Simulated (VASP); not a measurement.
# Ir (Fm-3m) in VASP: settings compared, part 2 of 3

VASP 6.6.1. The steps go on from the part before.

## 4. Single point, PBEsol

This run uses another cell than the first one, of 13.14 Å³/atom, 0.960 times its volume.

File INCAR:

```
PREC = Accurate ; ENCUT = 520
EDIFF = 1E-6 ; ISMEAR = -1
SIGMA = 0.05 ; LREAL = False
LASPH = True ; NELM = 100
ALGO = Normal ; ISIF = 2
LWAVE = False ; LCHARG = False
GGA = PS ; NBANDS = 10
```

File KPOINTS:

```
Automatic mesh
0
Gamma
  12 12 12
```

File POSCAR:

```
Ir
1.0
    0.0000000000      1.8730654787      1.8730654787
    1.8730654787      0.0000000000      1.8730654787
    1.8730654787      1.8730654787      0.0000000000
Ir
1
Direct
    0.0000000000      0.0000000000      0.0000000000
```

Potentials or basis: VASP PAW PBE potentials, release 64 (Ir).

Run with:

```console
$ cat potpaw_PBE.64/Ir/POTCAR > POTCAR
$ mpirun -np 1 vasp_std > vasp.out
```

OUTCAR:

```text
PREC = Accurate
   ENCUT = 520
   EDIFF = 1E-6
   ISMEAR = -1
   LREAL = False
   LASPH = True
   NELM = 100
   ISIF = 2
   GGA = PS

 ion  position               nearest neighbor table
   1  0.000  0.000  0.000-

  LATTYP: Found a face centered cubic cell.
 ALAT       =     3.7461309574

  Lattice vectors:

 A1 = (   0.0000000000,   1.8730654787,   1.8730654787)
 A2 = (   1.8730654787,   0.0000000000,   1.8730654787)
 A3 = (   1.8730654787,   1.8730654787,   0.0000000000)

Analysis of symmetry for initial positions (statically):
[... 5 lines left out ...]
 face centered cubic supercell.

 Subroutine GETGRP returns: Found 48 space group operations
 (whereof 48 operations were pure point group operations)
 out of a pool of 48 trial point group operations.

The static configuration has the point symmetry O_h .

Analysis of symmetry for dynamics (positions and initial velocities):
[... 5 lines left out ...]
 face centered cubic supercell.

 Subroutine GETGRP returns: Found 48 space group operations
 (whereof 48 operations were pure point group operations)
 out of a pool of 48 trial point group operations.

The dynamic configuration has the point symmetry O_h .

 Subroutine INISYM returns: Found 48 space group operations
 (whereof 48 operations are pure point group operations),
 and found     1 'primitive' translations

----------------------------------------------------------------------------------------

                                     Primitive cell

  volume of cell :      13.1428

  direct lattice vectors                    reciprocal lattice vectors
     0.000000000  1.873065479  1.873065479    -0.266942083  0.266942083  0.266942083
     1.873065479  0.000000000  1.873065479     0.266942083 -0.266942083  0.266942083
     1.873065479  1.873065479  0.000000000     0.266942083  0.266942083 -0.266942083

[... 87 lines left out ...]
   ISIF   =      2    stress and relaxation
   ISYM   =      2    0-nonsym 1-usesym 2-fastsym
   POTIM  = 0.5000    time-step for ionic-motion
   TEBEG  =    0.0;   TEEND  =   0.0 temperature during run
   PSTRESS=    0.0 pullay stress
   NELECT =       9.0000    total number of electrons
   NUPDOWN=      -1.0000    fix difference up-down
   EMIN   =  10.00;   EMAX   =-10.00  energy-range for DOS
[... 5 lines left out ...]
     AMIX     =   0.40;   BMIX     =  1.00
     AMIX_MAG =   1.60;   BMIX_MAG =  1.00
  volume/ion in A,a.u.               =      13.14        88.69
  Fermi-wavevector in a.u.,A,eV,Ry     =   1.442977  2.726831 28.329810  2.082182
  Thomas-Fermi vector in A             =   2.561436
   LORBIT       =      0    0 simple, 1 ext, 2 COOP (PROOUT), +10 PAW based schemes
   GGA     = PS    functional components
   LHFCALC =     F    Hartree Fock is set to
   AEXX    =    0.0000 exact exchange contribution
   IVDW    =     0    specifies the selected vdW correction
   LEPSILON=     F    determine dielectric tensor
   LRPA    =     F    only Hartree local field effects (RPA)
 non-spin polarized calculation
  energy-cutoff  :      520.00
  volume of cell :       13.14
 maximum number of plane-waves:       366
   NGX =  9   NGY =  9   NGZ =  9

 number of electron       9.0000000 magnetization

 Free energy of the ion-electron system (eV)
  ---------------------------------------------------
  ext. energy  EPLUGINS =         0.00000000
  ---------------------------------------------------
  free energy    TOTEN  =        -9.75494559 eV

  energy without entropy =       -9.75074191  energy(sigma->0) =       -9.75284375

 E-fermi :  11.6257     XC(G=0): -14.5378

 val. band max:       11.6255750120   @ k =  -0.2500   0.0833   0.0000
 cond. band min:      11.6669614563   @ k =   0.4167   0.4167   0.0000
 fundamental gap:      0.0413864442
 Fermi energy:        11.6257465845

 k-point     1 :       0.0000    0.0000    0.0000
  band No.  band energies     occupation
      1      -0.4312      2.00000
      2       7.2068      2.00000
      3       7.2068      2.00000
      4       7.2068      2.00000
      5      10.2536      2.00000
      6      10.2536      2.00000
      7      25.7256      0.00000
      8      31.7448      0.00000
      9      31.7448      0.00000
     10      31.7448      0.00000
[... 287 lines left out ...]
 k-point    24 :      -0.4167    0.1667    0.0000
  band No.  band energies     occupation
      1       3.6474      2.00000
      2       6.2193      2.00000
      3       8.0042      2.00000
      4       8.2297      2.00000
      5      12.0985      0.00016
      6      15.6501      0.00000
      7      19.4765      0.00000
      8      27.1557      0.00000
      9      29.7998      0.00000
     10      31.9600      0.00000

 [... further k-points ...]
[... 5 lines left out ...]
  --------------------------------------------------------------------------------------
  -------------------------------------------------------------------------------------
  Total        2.5961336      2.5961336      2.5961336     -0.0000000     -0.0000000      0.0000000
  in kB      316.4818076    316.4818076    316.4818076     -0.0000000     -0.0000000      0.0000000
  external PRESSURE =     316.4818076 kB  Pullay stress =       0.0000000 kB

 VOLUME and BASIS-vectors are now :
 -----------------------------------------------------------------------------
  energy-cutoff  :      520.00
  volume of cell :       13.14
      direct lattice vectors                 reciprocal lattice vectors
     0.000000000  1.873065479  1.873065479    -0.266942083  0.266942083  0.266942083
     1.873065479  0.000000000  1.873065479     0.266942083 -0.266942083  0.266942083
     1.873065479  1.873065479  0.000000000     0.266942083  0.266942083 -0.266942083

 POSITION                                       TOTAL-FORCE (eV/Angst)
 -----------------------------------------------------------------------------------
      0.00000      0.00000      0.00000        -0.000000      0.000000     -0.000000
 -----------------------------------------------------------------------------------
    total drift:                                0.000000      0.000000      0.000000

  FREE ENERGIE OF THE ION-ELECTRON SYSTEM (eV)
  ---------------------------------------------------
  free  energy   TOTEN  =        -9.7549455868 eV

  energy  without entropy=       -9.7507419126  energy(sigma->0) =       -9.75284375
```

OSZICAR:

```text
N       E                     dE             d eps       ncg     rms          rms(c)
DAV:   1     0.489418364722E+02    0.48942E+02   -0.44438E+03  1456   0.834E+02
DAV:   2    -0.947095642538E+01   -0.58413E+02   -0.55773E+02  1474   0.204E+02
DAV:   3    -0.103437002748E+02   -0.87274E+00   -0.87161E+00  1764   0.297E+01
DAV:   4    -0.103512102079E+02   -0.75099E-02   -0.75086E-02  1652   0.250E+00
DAV:   5    -0.103513451299E+02   -0.13492E-03   -0.13492E-03  1634   0.321E-01    0.192E+01
DAV:   6    -0.987141320466E+01    0.47993E+00   -0.72056E-01  1628   0.106E+01    0.808E+00
DAV:   7    -0.976251129472E+01    0.10890E+00   -0.28361E-01  1766   0.606E+00    0.143E+00
DAV:   8    -0.976095729848E+01    0.15540E-02   -0.18631E-03  1560   0.444E-01    0.126E+00
DAV:   9    -0.975497790142E+01    0.59794E-02   -0.32041E-03  1586   0.834E-01    0.536E-02
DAV:  10    -0.975494379305E+01    0.34108E-04   -0.34200E-05  2104   0.726E-02    0.301E-02
DAV:  11    -0.975494556517E+01   -0.17721E-05   -0.20394E-06  1586   0.103E-02    0.543E-03
DAV:  12    -0.975494558676E+01   -0.21594E-07   -0.38602E-08   770   0.219E-03
   1 F= -.97549456E+01 E0= -.97528437E+01  d E =-.420367E-02
```

stdout:

```text
POSCAR found type information on POSCAR Ir
 POSCAR found :  1 types and       1 ions
 scaLAPACK will be used
 -----------------------------------------------------------------------------
|                                                                             |
|                                                                             |
|     You enforced a specific xc type in the INCAR file but a different       |
|     I HOPE YOU KNOW WHAT YOU ARE DOING!                                     |
|                                                                             |
 -----------------------------------------------------------------------------

 LDA part: xc-table for (Slater+PW92), standard interpolation
 POSCAR, INCAR and KPOINTS ok, starting setup
 FFT: planning ... GRIDC
 FFT: planning ... GRID_SOFT
 FFT: planning ... GRID
 WAVECAR not read
 entering main loop
```

It took 4.2 s on 1 thread of Intel Xeon 6975P-C (Granite Rapids), shared host; peak memory 0.13 GiB.

What came out:

| Item | Value |
| --- | --- |
| Free energy | -9.7549 eV |
| Pressure | 31.6 GPa |

Caveat: the PAW data sets were made with another functional, which shifts forces and pressure a little; spin-orbit coupling is left out, which moves the levels of the heavy elements.

(Part 2 of 3 ends here.)
